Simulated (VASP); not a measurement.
Input of a VASP 6.6.1 run:

Contents of INCAR:

```
PREC = Accurate
ENCUT = 520
EDIFF = 1E-6
ISMEAR = -1
SIGMA = 0.05
LREAL = F
LASPH = T
NELM = 60
ALGO = Normal
ISIF = 2
LWAVE = F
LCHARG = F
GGA = B5
ALDAX = 1.0
AGGAX = 1.0
AGGAC = 1.0
ALDAC = 0.0
IVDW = 12
VDW_S6 = 1.0
VDW_S8 = 2.6996
VDW_A1 = 0.4298
VDW_A2 = 4.2359
NBANDS = 16
```

Contents of KPOINTS:

```
regular mesh
0
Gamma
  10 10 10
```

The input POSCAR:

```
GaN
1.0
    0.0000000000      2.2383759866      2.2383759866
    2.2383759866      0.0000000000      2.2383759866
    2.2383759866      2.2383759866      0.0000000000
Ga N
1 1
Direct
    0.0000000000      0.0000000000      0.0000000000
    0.2500000000      0.2500000000      0.2500000000
```

Potentials or basis: VASP PAW PBE potentials, release 64 (Ga_d, N).

Launch:

```sh
$ cat potpaw_PBE.64/Ga_d/POTCAR potpaw_PBE.64/N/POTCAR > POTCAR
$ mpirun -np 1 vasp_std > vasp.out
```

(1) Estimate the pressure.

(2) Estimate the band gap on the k mesh.

## Answers

(1) 7.9 GPa.

(2) 1.95 eV, direct.

Caveat: the PAW data sets were made with another functional, which shifts forces and pressure a little.
